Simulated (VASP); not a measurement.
# Ag (P6_3/mmc) in VASP: further runs, part 3 of 3

VASP 6.6.1. The steps go on from the part before.

## (5) Electric field gradients, PBE (volume scaled by 1.06)

File INCAR:

```
  PREC = Accurate
  ENCUT = 520
  EDIFF = 1E-8
  ISMEAR = -1
  SIGMA = 0.08
  LREAL = False
  LASPH = True
  NELM = 80
  ALGO = Normal
  ISIF = 2
  LWAVE = False
  LCHARG = False
  GGA = PE
  LEFG = True
  NBANDS = 30
```

File KPOINTS:

```
regular mesh
0
Gamma
  14 14 4
```

File POSCAR:

```
Ag
1.0
    2.9428054153      0.0000000000      0.0000000000
   -1.4714027076      2.5485442481      0.0000000000
    0.0000000000      0.0000000000     10.1961282242
Ag
4
Direct
    0.3333333333      0.6666666667      0.2500000000
    0.6666666667      0.3333333333      0.7500000000
    0.0000000000      0.0000000000      0.0000000000
    0.0000000000      0.0000000000      0.5000000000
```

Potentials or basis: VASP PAW PBE potentials, release 64 (Ag).

Started as:

```console
$ cat potpaw_PBE.64/Ag/POTCAR > POTCAR
$ mpirun -np 1 vasp_std > vasp.out
```

OUTCAR:

```text
PREC = Accurate
   ENCUT = 520
   EDIFF = 1E-8
   ISMEAR = -1
   LREAL = False
   LASPH = True
   NELM = 80
   ISIF = 2
   GGA = PE

 ion  position               nearest neighbor table
   1  0.333  0.667  0.250-   3 3.06   4 3.06   3 3.06   4 3.06   3 3.06   4 3.06
   2  0.667  0.333  0.750-   3 3.06   4 3.06   3 3.06   4 3.06   3 3.06   4 3.06
   3  0.000  0.000  0.000-   1 3.06   2 3.06   2 3.06   1 3.06   2 3.06   1 3.06
   4  0.000  0.000  0.500-   1 3.06   2 3.06   2 3.06   1 3.06   2 3.06   1 3.06

  LATTYP: Found a hexagonal cell.
 ALAT       =     2.9428054153
 C/A-ratio  =     3.4647646668

  Lattice vectors:

 A1 = (   2.9428054153,   0.0000000000,   0.0000000000)
 A2 = (  -1.4714027076,   2.5485442481,   0.0000000000)
 A3 = (   0.0000000000,   0.0000000000,  10.1961282242)

Analysis of symmetry for initial positions (statically):
=====================================================================
 Subroutine PRICEL returns:
 Original cell was already a primitive cell.

 Routine SETGRP: Setting up the symmetry group for a
 hexagonal supercell.

 Subroutine GETGRP returns: Found 24 space group operations
 (whereof 12 operations were pure point group operations)
 out of a pool of 24 trial point group operations.

The static configuration has the point symmetry D_3d.
 The point group associated with its full space group is D_6h.

Analysis of symmetry for dynamics (positions and initial velocities):
=====================================================================
 Subroutine PRICEL returns:
 Original cell was already a primitive cell.

 Routine SETGRP: Setting up the symmetry group for a
 hexagonal supercell.

 Subroutine GETGRP returns: Found 24 space group operations
 (whereof 12 operations were pure point group operations)
 out of a pool of 24 trial point group operations.

The dynamic configuration has the point symmetry D_3d.
 The point group associated with its full space group is D_6h.

 Subroutine INISYM returns: Found 24 space group operations
 (whereof 12 operations are pure point group operations),
 and found     1 'primitive' translations

----------------------------------------------------------------------------------------

                                     Primitive cell

  volume of cell :      76.4696

  direct lattice vectors                    reciprocal lattice vectors
     2.942805415  0.000000000  0.000000000     0.339811798  0.196190433  0.000000000
    -1.471402708  2.548544248  0.000000000     0.000000000  0.392380866  0.000000000
     0.000000000  0.000000000 10.196128224     0.000000000  0.000000000  0.098076444

  length of vectors
     2.942805415  2.942805415 10.196128224     0.392380866  0.392380866  0.098076444

  position of ions in fractional coordinates (direct lattice)
     0.333333333  0.666666667  0.250000000
     0.666666667  0.333333333  0.750000000
     0.000000000  0.000000000  0.000000000
     0.000000000  0.000000000  0.500000000

  ion indices of the primitive-cell ions
   primitive index   ion index
[... 84 lines left out ...]
   POTIM  = 0.5000    time-step for ionic-motion
   TEBEG  =    0.0;   TEEND  =   0.0 temperature during run
   PSTRESS=    0.0 pullay stress
   NELECT =      44.0000    total number of electrons
   NUPDOWN=      -1.0000    fix difference up-down
   EMIN   =  10.00;   EMAX   =-10.00  energy-range for DOS
   EFERMI =   0.00;   METHOD = LEGACY
   ISMEAR =    -1;   SIGMA  =   0.08  broadening in eV -4-tet -1-fermi 0-gaus
   EFERMI_NEDOS =   21; number of points for ismear=-14 and -15
   IALGO  =     38    algorithm
   IMIX   =      4    mixing-type and parameters
     AMIX     =   0.40;   BMIX     =  1.00
     AMIX_MAG =   1.60;   BMIX_MAG =  1.00
  volume/ion in A,a.u.               =      19.12       129.01
  Fermi-wavevector in a.u.,A,eV,Ry     =   1.361641  2.573129 25.226114  1.854067
  Thomas-Fermi vector in A             =   2.488200
   LORBIT       =      0    0 simple, 1 ext, 2 COOP (PROOUT), +10 PAW based schemes
   GGA     = PE    functional components
   LHFCALC =     F    Hartree Fock is set to
   AEXX    =    0.0000 exact exchange contribution
   IVDW    =     0    specifies the selected vdW correction
   LEPSILON=     F    determine dielectric tensor
   LRPA    =     F    only Hartree local field effects (RPA)
 non-spin polarized calculation
  energy-cutoff  :      520.00
  volume of cell :       76.47
 maximum number of plane-waves:      2108
 NGX is ok and might be reduce to    24
   NGX = 11   NGY = 11   NGZ = 37

 number of electron      44.0000000 magnetization

 Free energy of the ion-electron system (eV)
  ---------------------------------------------------
  ext. energy  EPLUGINS =         0.00000000
  ---------------------------------------------------
  free energy    TOTEN  =       -10.75162605 eV

  energy without entropy =      -10.72520365  energy(sigma->0) =      -10.73841485

 E-fermi :   6.9241     XC(G=0): -11.5363

 val. band max:        6.9094218213   @ k =   0.3571   0.1429   0.5000
 cond. band min:       6.9443961648   @ k =   0.3571   0.0000   0.2500
 fundamental gap:      0.0349743435
 Fermi energy:         6.9240656883

 k-point     1 :       0.0000    0.0000    0.0000
  band No.  band energies     occupation
      1      -0.0292      2.00000
      2       1.0672      2.00000
      3       1.0682      2.00000
      4       1.1400      2.00000
      5       2.3108      2.00000
      6       2.5262      2.00000
[... 781 lines left out ...]
     29      13.1808      0.00000
     30      15.2803      0.00000

 [... further k-points ...]
[... 5 lines left out ...]
  --------------------------------------------------------------------------------------
  -------------------------------------------------------------------------------------
  Total       -1.6860904     -1.6860904     -3.3999043     -0.0000000      0.0000000      0.0000000
  in kB      -35.3266472    -35.3266472    -71.2341526     -0.0000000      0.0000000      0.0000000
  external PRESSURE =     -47.2958157 kB  Pullay stress =       0.0000000 kB

 VOLUME and BASIS-vectors are now :
 -----------------------------------------------------------------------------
  energy-cutoff  :      520.00
  volume of cell :       76.47
      direct lattice vectors                 reciprocal lattice vectors
     2.942805415  0.000000000  0.000000000     0.339811798  0.196190433  0.000000000
    -1.471402708  2.548544248  0.000000000     0.000000000  0.392380866  0.000000000
     0.000000000  0.000000000 10.196128224     0.000000000  0.000000000  0.098076444

 POSITION                                       TOTAL-FORCE (eV/Angst)
 -----------------------------------------------------------------------------------
     -0.00000      1.69903      2.54903        -0.000000     -0.000000     -0.000000
      1.47140      0.84951      7.64710         0.000000      0.000000      0.000000
      0.00000      0.00000      0.00000         0.000000      0.000000     -0.000000
      0.00000      0.00000      5.09806         0.000000      0.000000     -0.000000
 -----------------------------------------------------------------------------------
    total drift:                               -0.000000      0.000000     -0.000000

  FREE ENERGIE OF THE ION-ELECTRON SYSTEM (eV)
  ---------------------------------------------------
  free  energy   TOTEN  =       -10.7516260474 eV

  energy  without entropy=      -10.7252036457  energy(sigma->0) =      -10.73841485

 Electric field gradients (V/A^2)
---------------------------------------------------------------------
 ion       V_xx      V_yy      V_zz      V_xy      V_xz      V_yz
---------------------------------------------------------------------
   1      -4.278    -4.279     8.556    -0.001     0.000     0.000
   2      -4.278    -4.279     8.556    -0.001     0.000    -0.000
   3      -4.037    -4.038     8.074    -0.001    -0.000     0.000
   4      -4.037    -4.038     8.074    -0.001     0.000    -0.000
---------------------------------------------------------------------

 Electric field gradients after diagonalization (V/A^2)
 (convention: |V_zz| > |V_xx| > |V_yy|)
----------------------------------------------------------------------
 ion       V_xx      V_yy      V_zz     asymmetry (V_yy - V_xx)/ V_zz
----------------------------------------------------------------------
   1      -4.279    -4.277     8.556       0.000
   2      -4.279    -4.277     8.556       0.000
   3      -4.038    -4.036     8.074       0.000
   4      -4.038    -4.036     8.074       0.000
----------------------------------------------------------------------

           NMR quadrupolar parameters

 Cq : quadrupolar parameter    Cq=e*Q*V_zz/h
 eta: asymmetry parameters     (V_yy - V_xx)/ V_zz
 Q  : nuclear electric quadrupole moment in mb (millibarn)
----------------------------------------------------------------------
 ion       Cq(MHz)       eta       Q (mb)
----------------------------------------------------------------------
   1       0.021       0.000       1.000
   2       0.021       0.000       1.000
   3       0.020       0.000       1.000
   4       0.020       0.000       1.000
----------------------------------------------------------------------
```

OSZICAR:

```text
N       E                     dE             d eps       ncg     rms          rms(c)
DAV:   1     0.287402375681E+03    0.28740E+03   -0.22467E+04  4328   0.143E+03
DAV:   2    -0.545241882449E+01   -0.29285E+03   -0.27704E+03  4464   0.324E+02
DAV:   3    -0.115862221157E+02   -0.61338E+01   -0.60980E+01  5012   0.530E+01
DAV:   4    -0.116142284069E+02   -0.28006E-01   -0.28002E-01  4632   0.351E+00
DAV:   5    -0.116145248365E+02   -0.29643E-03   -0.29643E-03  4944   0.390E-01    0.786E+00
DAV:   6    -0.107755874621E+02    0.83894E+00   -0.27535E+00  4554   0.134E+01    0.541E+00
DAV:   7    -0.107596935916E+02    0.15894E-01   -0.27633E-02  4800   0.103E+00    0.328E+00
DAV:   8    -0.107515625938E+02    0.81310E-02   -0.24813E-03  4584   0.377E-01    0.931E-02
DAV:   9    -0.107515893291E+02   -0.26735E-04   -0.65868E-05  4968   0.817E-02    0.296E-02
DAV:  10    -0.107516224794E+02   -0.33150E-04   -0.22106E-05  4632   0.406E-02    0.179E-02
DAV:  11    -0.107516263164E+02   -0.38371E-05   -0.29678E-06  4884   0.137E-02    0.105E-03
DAV:  12    -0.107516260542E+02    0.26219E-06   -0.56488E-08  4690   0.170E-03    0.838E-04
DAV:  13    -0.107516260101E+02    0.44161E-07   -0.65300E-09  2922   0.569E-04    0.231E-04
DAV:  14    -0.107516260461E+02   -0.36051E-07   -0.48712E-10  2436   0.178E-04    0.563E-05
DAV:  15    -0.107516260474E+02   -0.12787E-08   -0.65520E-11  2442   0.581E-05
   1 F= -.10751626E+02 E0= -.10738415E+02  d E =-.264224E-01
```

stdout:

```text
POSCAR found type information on POSCAR Ag
 POSCAR found :  1 types and       4 ions
 scaLAPACK will be used
 LDA part: xc-table for (Slater+PW92), standard interpolation
 POSCAR, INCAR and KPOINTS ok, starting setup
 FFT: planning ... GRIDC
 FFT: planning ... GRID_SOFT
 FFT: planning ... GRID
 WAVECAR not read
 entering main loop
ion   1

ion   2

ion   3

ion   4
```

It took 2.7 min on 1 thread of Intel Xeon Platinum 8259CL at 2.50GHz (Skylake/Cascade Lake), shared host; peak memory 0.27 GiB.

What came out:

```yaml
Free_energy: -10.7516 eV
Pressure: -4.7 GPa
Band_gap_on_the_k_mesh: zero (band 22 reaches 9.86 eV, above the bottom of band 23 at 3.90 eV)
```

Electric field gradients, principal values (V/Å²):
```tsv
atom	least	middle	greatest (by size)
1 Ag	-4.277	-4.279	8.556
2 Ag	-4.277	-4.279	8.556
3 Ag	-4.036	-4.038	8.074
4 Ag	-4.036	-4.038	8.074
```

Caveat: without QUAD_EFG the Cq values of the log hold for a quadrupole moment of 1 mb, not for the nuclei.

## (6) The runs side by side

| cell | gap on the mesh (eV) | pressure (GPa) |
| --- | --- | --- |
| a = 2.877, b = 2.877, c = 9.967 Å, angles 90.0, 90.0, 120.0°, 4 atoms | none | 0.4 |
| a = 2.905, b = 2.905, c = 10.066 Å, angles 90.0, 90.0, 120.0°, 4 atoms | none | -2.1 |
| a = 2.943, b = 2.943, c = 10.196 Å, angles 90.0, 90.0, 120.0°, 4 atoms | none | -4.7 |

Alike in all rows: task electric field gradients; level PBE; potentials or basis VASP PAW PBE potentials, release 64 (Ag); no spin polarisation; k mesh 14 × 14 × 4; cutoff (eV) 520; smearing fermi-dirac 0.08 eV.

Total energies depend on the potentials used, so only differences within one code and one set of settings carry meaning.
